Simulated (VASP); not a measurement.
**AlN: relaxation of cell and atoms with PBE**

AlN:

```
Al N
1.0
    -2.80789    3.20226    0.08612
     2.87121    3.25790    0.00421
    -1.33164    1.53105   -5.00140
Al N
4 4
Cartesian
  0.3002 6.4169 -4.3828
  -0.1326 2.9816 -4.6098
  0.1066 6.2224 -1.7467
  0.0219 3.2411 -1.7867
  -1.4968 3.2214 -0.5510
  1.6557 3.5147 -0.2030
  -1.2390 3.4248 -3.3191
  -1.4180 6.1999 -3.0409
```

```json
{
 "Program": "VASP 6.6.1",
 "Task": "relaxation of cell and atoms",
 "Functional": "PBE",
 "Potentials or basis": "VASP PAW PBE potentials, release 64 (Al, N)",
 "Cutoff": "600 eV",
 "k mesh": "4 × 4 × 4",
 "Occupations": "gaussian, width 0.1 eV",
 "Spin": "no spin polarisation",
 "Dipole correction": "no",
 "Further INCAR settings": "ALGO = Normal; EDIFF = 1e-07; IBRION = 2; EDIFFG = -0.025; NSW = 80; ISIF = 3"
}
```

| Property | Result |
| --- | --- |
| Relaxed volume | 8.41 Å³/atom |
| Relaxed cell | a = 4.967 Å, b = 2.884 Å, c = 4.985 Å, α = 106.78°, β = 80.15°, γ = 90.00° |
| Space group after relaxing (to 0.05 Å) | Fm-3m (No. 225) |
| Energy gained by relaxing | 909.2 meV/atom |
| Ionic steps | 65 |
| Pressure after relaxing | 0.0 GPa |
| Largest force after relaxing | 0.013 eV/Å |
| Band gap on the k mesh | 4.36 eV, indirect (least direct gap 4.95 eV) |

Forces in eV/Å, atoms in the order of the input:
```
Al  -0.006 -0.003 -0.004
Al  -0.011 -0.008 -0.002
Al   0.001 -0.005 -0.001
Al   0.006  0.011  0.003
N    0.005  0.002  0.007
N    0.000  0.004  0.009
N    0.001  0.002 -0.006
N    0.002 -0.003 -0.006
```

Stress tensor (GPa, compression positive):
```
-0.02 -0.03 -0.06
-0.03 -0.04  0.04
-0.06  0.04 -0.01
```

Step by step:
| step | energy change (eV) | largest force (eV/Å) | pressure (GPa) | volume (Å³) |
| --- | --- | --- | --- | --- |
| 1 | 0.0000 | 10.2126 | 6.52 | 92.49 |
| 3 | -2.6707 | 2.5031 | -7.06 | 95.82 |
| 5 | -3.6918 | 1.9868 | 4.77 | 88.74 |
| 7 | -4.1099 | 0.9838 | -0.49 | 89.66 |
| 9 | -4.2315 | 0.4595 | 0.01 | 89.45 |
| 11 | -4.2648 | 0.2918 | 0.57 | 89.40 |
| 13 | -4.2745 | 0.1474 | -0.43 | 89.83 |
| 15 | -4.2777 | 0.0729 | 0.36 | 89.44 |
| 17 | -4.2818 | 0.1886 | -0.28 | 89.56 |
| 19 | -4.2862 | 0.2420 | -0.38 | 89.53 |
| 21 | -4.3023 | 0.5706 | -1.02 | 89.31 |
| 23 | -4.3148 | 0.9872 | -2.27 | 88.82 |
| 25 | -4.3268 | 1.0888 | -2.75 | 88.55 |
| 27 | -4.3706 | 1.4708 | -4.98 | 87.21 |
| 29 | -4.4523 | 1.6243 | -6.20 | 85.80 |
| 31 | -4.6464 | 1.8246 | -7.55 | 82.14 |
| 33 | -4.7028 | 1.8380 | -7.01 | 80.80 |
| 35 | -4.8736 | 1.8060 | -5.17 | 78.83 |
| 37 | -4.4174 | 9.3647 | 16.07 | 71.04 |
| 39 | -5.2048 | 2.6307 | 2.07 | 74.99 |
| 41 | -5.7565 | 1.1269 | -0.01 | 74.51 |
| 43 | -5.8885 | 0.8894 | -0.59 | 74.27 |
| 45 | -6.1611 | 0.8247 | -0.48 | 73.47 |
| 47 | -6.3068 | 1.0647 | 0.26 | 72.56 |
| 49 | -6.4767 | 1.0472 | -1.68 | 71.93 |
| 51 | -6.7468 | 0.9589 | -1.53 | 70.14 |
| 53 | -6.9383 | 0.8272 | 0.23 | 68.57 |
| 55 | -7.1257 | 0.5731 | -1.10 | 68.01 |
| 57 | -7.2397 | 0.4925 | 1.37 | 66.94 |
| 59 | -7.2679 | 0.2031 | -0.17 | 67.30 |
| 61 | -7.2727 | 0.1070 | 0.11 | 67.24 |
| 63 | -7.2735 | 0.0289 | 0.01 | 67.27 |
| 65 | -7.2737 | 0.0135 | -0.02 | 67.27 |

Final structure:
```xyz
8
Lattice="-3.6333 3.2867 0.8163 1.9663 2.0365 0.5526 -1.5548 0.7324 -4.6794" Properties=species:S:1:pos:R:3 pbc="T T T"
Al   -1.8059    4.1446   -3.1860
Al   -0.9719    1.4836   -3.8706
Al   -3.4123    3.0726   -1.0570
Al   -0.6134    2.4461   -1.1891
N    -1.8323    3.2418    0.2177
N     0.9676    2.6166    0.0857
N    -2.1928    2.2774   -2.4637
N    -3.0261    4.9396   -1.7792
```

Levels at points of the mesh, in eV from the valence-band top:
```csv
k point,band 13,band 14,band 15,band 16,band 17,band 18,band 19,band 20
"(0.00, 0.00, 0.00)",-1.05,-0.06,-0.02,0.00,5.40,5.99,6.37,6.37
"(0.50, 0.00, 0.00)",-1.07,-1.06,-0.97,-0.97,6.95,6.95,7.47,7.47
"(0.00, 0.50, 0.00)",-2.96,-2.96,-1.70,-1.70,7.03,7.03,8.19,8.19
"(0.50, 0.50, 0.00)",-2.01,-2.01,-1.08,-1.05,4.42,5.32,6.00,6.45
"(0.00, 0.00, 0.50)",-0.61,-0.61,-0.59,-0.59,4.36,5.26,5.97,6.69
"(0.50, 0.00, 0.50)",-2.04,-2.04,-0.65,-0.65,6.61,6.61,7.58,7.58
"(0.00, 0.50, 0.50)",-2.95,-2.95,-1.70,-1.70,7.04,7.04,8.18,8.18
"(0.50, 0.50, 0.50)",-2.01,-2.01,-1.08,-1.06,4.43,5.32,6.00,6.45
```

Run time: 48 min on 1 thread of Intel(R) Xeon(R) Platinum 8488C (Sapphire Rapids), with other jobs on the host, peak memory 0.28 GiB.

Caveat: the volume moved by over 15 % at a fixed basis, so the end points are rough. PBE gaps usually lie below the measured ones, often by a third to a half.
